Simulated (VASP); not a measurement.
# MoS2 in VASP: single point with PBE+D3(BJ)

Aim: the single point of MoS2 with PBE+D3(BJ).

All numbers are computed with VASP 6.6.1; they aren't measurements. Logs are shortened: lines on timing, memory, paths and dates and some standing lists are left out, and cuts for length are marked.

## (1) The cell of the first run

The cell holds a sheet with vacuum, 12 atoms: a = 3.160 Å, b = 3.160 Å, c = 66.942 Å, α = 90.00°, β = 90.00°, γ = 120.00°.

## (2) Single point, PBE+D3(BJ)

The input, INCAR:

```
SYSTEM = MoS2
ALGO     = Normal         ! electronic algorithm
DIPOL    = 0.5 0.5 0.296
EDIFF    = 1E-6           ! SCF threshold, eV
ENCUT    = 520            ! plane-wave cutoff, eV
GGA      = PE             ! functional
IDIPOL   = 3            
ISIF     = 2              ! what is computed and relaxed
ISMEAR   = 0              ! smearing method
IVDW     = 12             ! dispersion correction
LASPH    = .TRUE.         ! aspherical terms in the spheres
LCHARG   = .FALSE.        ! write CHGCAR
LDIPOL   = .TRUE.       
LREAL    = .FALSE.        ! projectors in reciprocal space
LWAVE    = .FALSE.        ! write WAVECAR
NBANDS   = 64             ! bands
NELM     = 80             ! most SCF steps
PREC     = Accurate       ! precision mode
SIGMA    = 0.02           ! smearing width, eV
```

The input, KPOINTS:

```
k-points
0
G
  10 10 1
  0 0 0
```

The input, POSCAR:

```
MoS2
1.0
    3.1600000000      0.0000000000      0.0000000000
   -1.5800000000      2.7366402760      0.0000000000
    0.0000000000      0.0000000000     66.9420000073
S Mo
8 4
Direct
    0.6666666667      0.3333333333      0.1367271488
    0.6666666667      0.3333333333      0.1834512348
    0.3333333333      0.6666666667      0.2270890632
    0.3333333333      0.6666666667      0.2737687239
    0.6666666667      0.3333333333      0.3173549353
    0.6666666667      0.3333333333      0.3640345961
    0.3333333333      0.6666666667      0.4076724244
    0.3333333333      0.6666666667      0.4543965105
    0.3333333333      0.6666666667      0.1601012580
    0.6666666667      0.3333333333      0.2504284916
    0.3333333333      0.6666666667      0.3406951676
    0.6666666667      0.3333333333      0.4310224012
```

Potentials or basis: VASP PAW PBE potentials, release 64 (S, Mo_sv).

The run is started by

```
cat potpaw_PBE.64/S/POTCAR potpaw_PBE.64/Mo_sv/POTCAR > POTCAR
mpirun -np 1 vasp_std > vasp.out
```

OUTCAR:

```text
SYSTEM = MoS2
   EDIFF = 1E-6
   ENCUT = 520
   GGA = PE
   ISIF = 2
   ISMEAR = 0
   IVDW = 12
   LASPH = .TRUE.
   LREAL = .FALSE.
   NELM = 80
   PREC = Accurate
 IVDW          = 12

 ion  position               nearest neighbor table
   1  0.667  0.333  0.137-   9 2.40   9 2.40   9 2.40
   2  0.667  0.333  0.183-   9 2.40   9 2.40   9 2.40
   3  0.333  0.667  0.227-  10 2.40  10 2.40  10 2.40
   4  0.333  0.667  0.274-  10 2.40  10 2.40  10 2.40
   5  0.667  0.333  0.317-  11 2.40  11 2.40  11 2.40
   6  0.667  0.333  0.364-  11 2.40  11 2.40  11 2.40
   7  0.333  0.667  0.408-  12 2.40  12 2.40  12 2.40
   8  0.333  0.667  0.454-  12 2.40  12 2.40  12 2.40
   9  0.333  0.667  0.160-   2 2.40   2 2.40   2 2.40   1 2.40   1 2.40   1 2.40
  10  0.667  0.333  0.250-   3 2.40   3 2.40   3 2.40   4 2.40   4 2.40   4 2.40
  11  0.333  0.667  0.341-   6 2.40   6 2.40   6 2.40   5 2.40   5 2.40   5 2.40
  12  0.667  0.333  0.431-   7 2.40   7 2.40   7 2.40   8 2.40   8 2.40   8 2.40

  LATTYP: Found a hexagonal cell.
 ALAT       =     3.1600000000
 C/A-ratio  =    21.1841772175

  Lattice vectors:

 A1 = (   3.1600000000,   0.0000000000,   0.0000000000)
 A2 = (  -1.5800000000,   2.7366402760,   0.0000000000)
 A3 = (   0.0000000000,   0.0000000000,  66.9420000073)

Analysis of symmetry for initial positions (statically):
=====================================================================
 Subroutine PRICEL returns:
 Original cell was already a primitive cell.

 Routine SETGRP: Setting up the symmetry group for a
 hexagonal supercell.

 Subroutine GETGRP returns: Found 12 space group operations
 (whereof  6 operations were pure point group operations)
 out of a pool of 24 trial point group operations.

The static configuration has the point symmetry C_3v.
 The point group associated with its full space group is D_3d.

Analysis of symmetry for dynamics (positions and initial velocities):
=====================================================================
 Subroutine PRICEL returns:
 Original cell was already a primitive cell.

 Routine SETGRP: Setting up the symmetry group for a
 hexagonal supercell.

 Subroutine GETGRP returns: Found 12 space group operations
 (whereof  6 operations were pure point group operations)
 out of a pool of 24 trial point group operations.

The dynamic configuration has the point symmetry C_3v.
 The point group associated with its full space group is D_3d.

 Subroutine INISYM returns: Found 12 space group operations
 (whereof  6 operations are pure point group operations),
[... 124 lines left out ...]
     AMIX     =   0.40;   BMIX     =  1.00
     AMIX_MAG =   1.60;   BMIX_MAG =  1.00
  volume/ion in A,a.u.               =      48.24       325.55
  Fermi-wavevector in a.u.,A,eV,Ry     =   0.923744  1.745622 11.609882  0.853302
  Thomas-Fermi vector in A             =   2.049414
   LORBIT       =      0    0 simple, 1 ext, 2 COOP (PROOUT), +10 PAW based schemes
   GGA     = PE    functional components
   LHFCALC =     F    Hartree Fock is set to
   AEXX    =    0.0000 exact exchange contribution
   IVDW    =    12    specifies the selected vdW correction
   LEPSILON=     F    determine dielectric tensor
   LRPA    =     F    only Hartree local field effects (RPA)
 non-spin polarized calculation
 Gauss-broadening in eV      SIGMA  =   0.02
  energy-cutoff  :      520.00
  volume of cell :      578.90
 maximum number of plane-waves:     15652
 NGX is ok and might be reduce to    24
   NGX = 11   NGY = 11   NGZ =249

 dipolmoment           0.000000      0.000000      0.000002 electrons x Angstroem

 number of electron     103.9999999 magnetization

 dipolmoment           0.000000      0.000000     -0.000002 electrons x Angstroem

 Free energy of the ion-electron system (eV)
  ---------------------------------------------------
  ext. energy  EPLUGINS =         0.00000000
  ---------------------------------------------------
  free energy    TOTEN  =       -87.18932877 eV

  energy without entropy =      -87.18932877  energy(sigma->0) =      -87.18932877

 E-fermi :  -0.4219     XC(G=0):  -4.1475

 val. band max:       -0.5167789316   @ k =   0.0000   0.0000   0.0000
 cond. band min:       0.4529699166   @ k =   0.2000   0.2000   0.0000
 fundamental gap:      0.9697488482
 Fermi energy:        -0.4218931177

 k-point     1 :       0.0000    0.0000    0.0000
  band No.  band energies     occupation
      1     -62.0287      2.00000
      2     -62.0287      2.00000
      3     -62.0261      2.00000
      4     -62.0261      2.00000
      5     -36.1850      2.00000
      6     -36.1849      2.00000
[... 927 lines left out ...]
     63       2.3277      0.00000
     64       2.3639      0.00000

------------------------ aborting loop because EDIFF is reached ----------------------------------------

 vacuum level on the upper side and lower side of the slab       (xc-potential included)        -0.006        -0.006

 Edisp (eV)   -4.84666

 E8    (eV) :    -1.9886

  FORCE on cell =-STRESS in cart. coord.  units (eV):
  Direction    XX          YY          ZZ          XY          YZ          ZX
  --------------------------------------------------------------------------------------
  -------------------------------------------------------------------------------------
  Total      -1.25074    -1.25074    -0.23557     0.00000     0.00000     0.00000
  in kB      -3.46159    -3.46159    -0.65197     0.00000     0.00000     0.00000
  external pressure =       -2.53 kB  Pullay stress =        0.00 kB

 VOLUME and BASIS-vectors are now :
 -----------------------------------------------------------------------------
  energy-cutoff  :      520.00
  volume of cell :      578.90
      direct lattice vectors                 reciprocal lattice vectors
     3.160000000  0.000000000  0.000000000     0.316455696  0.182705781  0.000000000
    -1.580000000  2.736640276  0.000000000     0.000000000  0.365411563  0.000000000
     0.000000000  0.000000000 66.942000007     0.000000000  0.000000000  0.014938305

 POSITION                                       TOTAL-FORCE (eV/Angst)
 -----------------------------------------------------------------------------------
      1.58000      0.91221      9.15279         0.000000     -0.000000      0.011317
      1.58000      0.91221     12.28059        -0.000000      0.000000     -0.012176
     -0.00000      1.82443     15.20180        -0.000000      0.000000      0.014343
     -0.00000      1.82443     18.32663         0.000000     -0.000000     -0.015193
      1.58000      0.91221     21.24437         0.000000      0.000000      0.015193
      1.58000      0.91221     24.36920         0.000000     -0.000000     -0.014343
     -0.00000      1.82443     27.29041         0.000000     -0.000000      0.012176
     -0.00000      1.82443     30.41821         0.000000      0.000000     -0.011317
     -0.00000      1.82443     10.71750        -0.000000      0.000000     -0.000522
      1.58000      0.91221     16.76418         0.000000      0.000000      0.001633
     -0.00000      1.82443     22.80682        -0.000000     -0.000000     -0.001633
      1.58000      0.91221     28.85350         0.000000     -0.000000      0.000522
 -----------------------------------------------------------------------------------
    total drift:                               -0.000000      0.000000     -0.000015

  FREE ENERGIE OF THE ION-ELECTRON SYSTEM (eV)
  ---------------------------------------------------
  free  energy   TOTEN  =       -92.0359935713 eV

  energy  without entropy=      -92.0359935713  energy(sigma->0) =      -92.03599357

 vacuum level on the upper side and lower side of the slab         4.708         4.708
```

Wall time 18 min (1 thread of Intel Xeon Platinum 8259CL at 2.50GHz (Skylake/Cascade Lake), shared host); peak memory 0.84 GiB.

What came out:

```
Free energy                : -92.0360 eV
Largest force              : 0.015 eV/Å
Band gap on the k mesh     : 0.97 eV (least direct gap 1.90 eV)
Dispersion energy per atom : -0.404 eV
```

Forces in eV/Å, atoms in the order of the input:
```
S    0.000  0.000  0.011
S    0.000  0.000 -0.012
S    0.000  0.000  0.014
S    0.000  0.000 -0.015
S    0.000  0.000  0.015
S    0.000  0.000 -0.014
S    0.000  0.000  0.012
S    0.000  0.000 -0.011
Mo   0.000  0.000 -0.001
Mo   0.000  0.000  0.002
Mo   0.000  0.000 -0.002
Mo   0.000  0.000  0.001
```

Levels at points of the mesh, in eV from the valence-band top:
```
           k point  band 48  band 49  band 50  band 51  band 52  band 53  band 54  band 55  band 56  band 57
(0.00, 0.00, 0.00)    -1.54    -1.03    -0.50    -0.18     0.00     2.11     2.11     2.11     2.11     2.13
(0.50, 0.00, 0.00)    -1.53    -1.42    -1.36    -1.31    -1.29     1.62     1.64     1.66     1.67     2.04
```
